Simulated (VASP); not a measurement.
# La (Fd-3m) in VASP: a series of runs

The runs below take La through relaxation of cell and atoms, with PBEsol.

All numbers are computed with VASP 6.6.1; they aren't measurements. Logs are shortened: lines on timing, memory, paths and dates and some standing lists are left out, and cuts for length are marked.

### 1 The cell of the first run

The structure is cubic, space group Fd-3m (No. 227). The conventional cell has a = 6.431 Å, b = 6.431 Å, c = 6.431 Å, α = 90.00°, β = 90.00°, γ = 90.00°. La (site symmetry -43m) has 4 La at 2.78 Å within 3.7 Å.

This isn't the form of La at room conditions, which is double hcp.

### 2 Relaxation of cell and atoms, PBEsol, target pressure 4 GPa, at which the enthalpy is minimised

Contents of INCAR:

```
ALGO = Normal ; EDIFF = 1E-6
EDIFFG = -0.005 ; ENCUT = 600
GGA = PS ; IBRION = 2
ISIF = 3 ; ISMEAR = -1
LASPH = True ; LCHARG = False
LREAL = False ; LWAVE = False
NELM = 60 ; NSW = 32
PREC = Accurate ; PSTRESS = 40.0
SIGMA = 0.08
```

Contents of KPOINTS:

```
k-points
0
Gamma
  10 10 10
```

Contents of POSCAR:

```
La
1.0
    0.0000000000      3.2152604224      3.2152604224
    3.2152604224      0.0000000000      3.2152604224
    3.2152604224      3.2152604224      0.0000000000
La
2
Direct
   -0.1250000000     -0.1250000000     -0.1250000000
    0.1250000000      0.1250000000      0.1250000000
```

Potentials or basis: VASP PAW PBE potentials, release 64 (La).

On the command line:

```
$ cat potpaw_PBE.64/La/POTCAR > POTCAR
$ mpirun -np 1 vasp_std > vasp.out
```

OUTCAR:

```text
EDIFF = 1E-6
   EDIFFG = -0.005
   ENCUT = 600
   GGA = PS
   IBRION = 2
   ISIF = 3
   ISMEAR = -1
   LASPH = True
   LREAL = False
   NELM = 60
   NSW = 32
   PREC = Accurate
   PSTRESS = 40.0

 ion  position               nearest neighbor table
   1  0.875  0.875  0.875-   2 2.78   2 2.78   2 2.78   2 2.78
   2  0.125  0.125  0.125-   1 2.78   1 2.78   1 2.78   1 2.78

  LATTYP: Found a face centered cubic cell.
 ALAT       =     6.4305208448

  Lattice vectors:

 A1 = (   0.0000000000,   3.2152604224,   3.2152604224)
 A2 = (   3.2152604224,   0.0000000000,   3.2152604224)
 A3 = (   3.2152604224,   3.2152604224,   0.0000000000)

Analysis of symmetry for initial positions (statically):
=====================================================================
 Subroutine PRICEL returns:
 Original cell was already a primitive cell.

 Routine SETGRP: Setting up the symmetry group for a
 face centered cubic supercell.

 Subroutine GETGRP returns: Found 48 space group operations
 (whereof 12 operations were pure point group operations)
 out of a pool of 48 trial point group operations.

The static configuration has the point symmetry D_3d.
 The point group associated with its full space group is O_h .

Analysis of symmetry for dynamics (positions and initial velocities):
=====================================================================
 Subroutine PRICEL returns:
 Original cell was already a primitive cell.

 Routine SETGRP: Setting up the symmetry group for a
 face centered cubic supercell.

 Subroutine GETGRP returns: Found 48 space group operations
 (whereof 12 operations were pure point group operations)
 out of a pool of 48 trial point group operations.

The dynamic configuration has the point symmetry D_3d.
 The point group associated with its full space group is O_h .

 Subroutine INISYM returns: Found 48 space group operations
 (whereof 12 operations are pure point group operations),
 and found     1 'primitive' translations

----------------------------------------------------------------------------------------

                                     Primitive cell

  volume of cell :      66.4781

  direct lattice vectors                    reciprocal lattice vectors
     0.000000000  3.215260422  3.215260422    -0.155508399  0.155508399  0.155508399
     3.215260422  0.000000000  3.215260422     0.155508399 -0.155508399  0.155508399
     3.215260422  3.215260422  0.000000000     0.155508399  0.155508399 -0.155508399

  length of vectors
     4.547064896  4.547064896  4.547064896     0.269348448  0.269348448  0.269348448
[... 89 lines left out ...]
   POTIM  = 0.5000    time-step for ionic-motion
   TEBEG  =    0.0;   TEEND  =   0.0 temperature during run
   PSTRESS=   40.0 pullay stress
   NELECT =      22.0000    total number of electrons
   NUPDOWN=      -1.0000    fix difference up-down
   EMIN   =  10.00;   EMAX   =-10.00  energy-range for DOS
   EFERMI =   0.00;   METHOD = LEGACY
   ISMEAR =    -1;   SIGMA  =   0.08  broadening in eV -4-tet -1-fermi 0-gaus
   EFERMI_NEDOS =   21; number of points for ismear=-14 and -15
   IALGO  =     38    algorithm
   IMIX   =      4    mixing-type and parameters
     AMIX     =   0.40;   BMIX     =  1.00
     AMIX_MAG =   1.60;   BMIX_MAG =  1.00
  volume/ion in A,a.u.               =      33.24       224.31
  Fermi-wavevector in a.u.,A,eV,Ry     =   1.132373  2.139875 17.446329  1.282269
  Thomas-Fermi vector in A             =   2.269074
   LORBIT       =      0    0 simple, 1 ext, 2 COOP (PROOUT), +10 PAW based schemes
   GGA     = PS    functional components
   LHFCALC =     F    Hartree Fock is set to
   AEXX    =    0.0000 exact exchange contribution
   IVDW    =     0    specifies the selected vdW correction
   LEPSILON=     F    determine dielectric tensor
   LRPA    =     F    only Hartree local field effects (RPA)
 conjugate gradient relaxation of ions
 non-spin polarized calculation
  energy-cutoff  :      600.00
  volume of cell :       66.48
 maximum number of plane-waves:      2252
   NGX = 19   NGY = 19   NGZ = 19

 number of electron      21.9999999 magnetization

 Free energy of the ion-electron system (eV)
  ---------------------------------------------------
  ext. energy  EPLUGINS =         0.00000000
  ---------------------------------------------------
  free energy    TOTEN  =        -8.75970164 eV

  energy without entropy =       -8.72859175  energy(sigma->0) =       -8.74414669

 E-fermi :   8.3571     XC(G=0):  -9.8707

 val. band max:        8.3504213417   @ k =   0.4000   0.3000   0.0000
 cond. band min:       8.3856933692   @ k =   0.4000   0.0000   0.0000
 fundamental gap:      0.0352720275
 Fermi energy:         8.3571182778

 k-point     1 :       0.0000    0.0000    0.0000
  band No.  band energies     occupation
      1     -25.3031      2.00000
      2     -22.9715      2.00000
      3      -9.4978      2.00000
      4      -9.4978      2.00000
      5      -9.4978      2.00000
      6      -6.9156      2.00000
      7      -6.9156      2.00000
      8      -6.9156      2.00000
      9       6.0156      2.00000
     10       7.5015      1.99995
     11       7.5015      1.99995
     12       9.3538      0.00001
     13       9.3538      0.00001
     14       9.3538      0.00001
[... 401 lines left out ...]
      2     -23.7180      2.00000
      3     -10.1115      2.00000
      4     -10.0747      2.00000
      5      -8.6704      2.00000
      6      -7.5158      2.00000
      7      -5.9992      2.00000
      8      -5.9644      2.00000
      9       6.1645      2.00000
     10       7.1958      2.00000
     11       8.3504      1.04183
     12       8.6028      0.08865
     13       8.8864      0.00267
     14       9.7863      0.00000
     15      10.0029      0.00000

 [... further k-points ...]
[... 5 lines left out ...]
  --------------------------------------------------------------------------------------
  -------------------------------------------------------------------------------------
  Total        1.6597012      1.6597012      1.6597012     -0.0000000      0.0000000     -0.0000000
  in kB       40.0001872     40.0001872     40.0001872     -0.0000000      0.0000000     -0.0000000
  external PRESSURE =       0.0001872 kB  Pullay stress =      40.0000000 kB

 VOLUME and BASIS-vectors are now :
 -----------------------------------------------------------------------------
  energy-cutoff  :      600.00
  volume of cell :       66.48
      direct lattice vectors                 reciprocal lattice vectors
     0.000000000  3.215260422  3.215260422    -0.155508399  0.155508399  0.155508399
     3.215260422  0.000000000  3.215260422     0.155508399 -0.155508399  0.155508399
     3.215260422  3.215260422  0.000000000     0.155508399  0.155508399 -0.155508399

 POSITION                                       TOTAL-FORCE (eV/Angst)
 -----------------------------------------------------------------------------------
      5.62671      5.62671      5.62671        -0.000000     -0.000000     -0.000000
      0.80382      0.80382      0.80382         0.000000      0.000000      0.000000
 -----------------------------------------------------------------------------------
    total drift:                               -0.000000      0.000000      0.000000

  FREE ENERGIE OF THE ION-ELECTRON SYSTEM (eV)
  ---------------------------------------------------
  free  energy   TOTEN  =        -8.7597016406 eV

  energy  without entropy=       -8.7285917463  energy(sigma->0) =       -8.74414669

  enthalpy is  TOTEN    =        -7.1000082341 eV   P V=        1.6596934065

 reached required accuracy - stopping structural energy minimisation
```

OSZICAR:

```text
N       E                     dE             d eps       ncg     rms          rms(c)
DAV:   1     0.261979695532E+03    0.26198E+03   -0.89403E+03  1418   0.235E+03
DAV:   2     0.365419802511E+02   -0.22544E+03   -0.22328E+03  2154   0.365E+02
DAV:   3    -0.425490502676E+01   -0.40797E+02   -0.40471E+02  2444   0.174E+02
DAV:   4    -0.903852970585E+01   -0.47836E+01   -0.47166E+01  2804   0.613E+01
DAV:   5    -0.942969177828E+01   -0.39116E+00   -0.38915E+00  2284   0.159E+01    0.734E+00
DAV:   6    -0.889494216094E+01    0.53475E+00   -0.17870E+00  2804   0.133E+01    0.467E+00
DAV:   7    -0.876226164439E+01    0.13268E+00   -0.40636E-01  2820   0.496E+00    0.136E+00
DAV:   8    -0.875922525168E+01    0.30364E-02   -0.50583E-02  2782   0.246E+00    0.190E-01
DAV:   9    -0.875965559836E+01   -0.43035E-03   -0.25316E-03  2804   0.488E-01    0.496E-02
DAV:  10    -0.875969751937E+01   -0.41921E-04   -0.26879E-04  2812   0.153E-01    0.110E-02
DAV:  11    -0.875970151630E+01   -0.39969E-05   -0.37726E-05  2548   0.524E-02    0.348E-03
DAV:  12    -0.875970164060E+01   -0.12430E-06   -0.65573E-06  1708   0.273E-02
   1 F= -.71000082E+01 E0= -.70844533E+01  d E =-.710001E+01
```

CONTCAR:

```text
La
   1.00000000000000
     0.0000000000000000    3.2152604224000001    3.2152604224000001
     3.2152604224000001    0.0000000000000000    3.2152604224000001
     3.2152604224000001    3.2152604224000001    0.0000000000000000
  La
     2
Direct
     0.8750000000000000    0.8750000000000000    0.8750000000000000
     0.1250000000000000    0.1250000000000000    0.1250000000000000

  0.00000000E+00  0.00000000E+00  0.00000000E+00
  0.00000000E+00  0.00000000E+00  0.00000000E+00
```

Wall time 2.1 min (1 thread of Intel Xeon 8259CL, shared host); peak memory 0.25 GiB.

What came out:

```
Free energy             : -8.7597 eV
Pressure after relaxing : 4.0 GPa
Band gap on the k mesh  : zero (bands 11 and 12 overlap by 0.19 eV)
```

Final structure:
```xyz
2
Lattice="0.0000 3.2153 3.2153 3.2153 0.0000 3.2153 3.2153 3.2153 0.0000" Properties=species:S:1:pos:R:3 pbc="T T T"
La    5.6267    5.6267    5.6267
La    0.8038    0.8038    0.8038
```

Caveat: the relaxation stopped at its first step, so nothing moved; the cell is relaxed towards a set pressure, so the run minimises the enthalpy, not the energy; the PAW data sets were made with another functional, which shifts forces and pressure a little; spin-orbit coupling is left out, which moves the levels of the heavy elements.

### 3 Relaxation of cell and atoms, PBEsol, target pressure 4 GPa, at which the enthalpy is minimised

This run uses another cell than the first one, of 36.76 Å³/atom.

Contents of INCAR:

```
SYSTEM = La
PREC     = Accurate       ! precision mode
ENCUT    = 600            ! plane-wave cutoff, eV
EDIFF    = 1E-7           ! SCF threshold, eV
ISMEAR   = -1             ! smearing method
SIGMA    = 0.08           ! smearing width, eV
LREAL    = .False.        ! projectors in reciprocal space
LASPH    = .True.         ! aspherical terms in the spheres
NELM     = 100            ! most SCF steps
ALGO     = Normal         ! electronic algorithm
ISIF     = 3              ! what is computed and relaxed
LWAVE    = .False.        ! write WAVECAR
LCHARG   = .False.        ! write CHGCAR
GGA      = PS             ! functional
IBRION   = 2              ! ionic algorithm
NSW      = 60             ! ionic steps
EDIFFG   = -0.005         ! ionic threshold
PSTRESS  = 40.0
```

Contents of KPOINTS:

```
regular mesh
0
Gamma
  10 10 10
  0 0 0
```

Contents of POSCAR:

```
La
1.0
    0.0000000000      3.3248871712      3.3248871712
    3.3248871712      0.0000000000      3.3248871712
    3.3248871712      3.3248871712      0.0000000000
La
2
Direct
   -0.1250000000     -0.1250000000     -0.1250000000
    0.1250000000      0.1250000000      0.1250000000
```

Potentials or basis: VASP PAW PBE potentials, release 64 (La).

On the command line:

```
$ cat potpaw_PBE.64/La/POTCAR > POTCAR
$ mpirun -np 1 vasp_std > vasp.out
```

It took 11 min on 1 thread of Intel Xeon 8259CL, shared host; peak memory 0.3 GiB.

The run converged. Its results:

- Free energy: -8.7600 eV
- Relaxed volume: 33.23 Å³/atom
- Relaxed cell: a = 4.547 Å, b = 4.547 Å, c = 4.547 Å, α = 60.00°, β = 60.00°, γ = 60.00°
- Space group after relaxing (to 0.1 Å): Fd-3m (No. 227)
- Energy change on relaxing (the run minimises the enthalpy): +16.9 meV/atom
- Ionic steps: 4
- Pressure after relaxing: 4.0 GPa
- Band gap on the k mesh: zero (bands 11 and 12 overlap by 0.19 eV)

Step by step:
| step | energy change (eV) | largest force (eV/Å) | pressure (GPa) | volume (Å³) |
| --- | --- | --- | --- | --- |
| 1 | 0.0000 | 0.0000 | -1.83 | 73.51 |
| 2 | 0.3600 | 0.0000 | 13.51 | 60.19 |
| 3 | 0.0305 | 0.0000 | 3.86 | 66.60 |
| 4 | 0.0338 | 0.0000 | 4.01 | 66.47 |

Final structure:
```xyz
2
Lattice="0.0000 3.2151 3.2151 3.2151 0.0000 3.2151 3.2151 3.2151 0.0000" Properties=species:S:1:pos:R:3 pbc="T T T"
La    5.6264    5.6264    5.6264
La    0.8038    0.8038    0.8038
```

Levels at points of the mesh, in eV from the Fermi level:
| k point | band 9 | band 10 | band 11 | band 12 | band 13 | band 14 |
| --- | --- | --- | --- | --- | --- | --- |
| (0.00, 0.00, 0.00) | -2.34 | -0.86 | -0.86 | 1.00 | 1.00 | 1.00 |
| (0.50, 0.00, 0.00) | -1.31 | -0.69 | -0.69 | -0.12 | 0.06 | 0.06 |
| (0.50, 0.50, 0.00) | -1.90 | -1.90 | -0.15 | -0.15 | 0.79 | 0.79 |

Caveat: the cell is relaxed towards a set pressure, so the run minimises the enthalpy, not the energy; the PAW data sets were made with another functional, which shifts forces and pressure a little; spin-orbit coupling is left out, which moves the levels of the heavy elements.
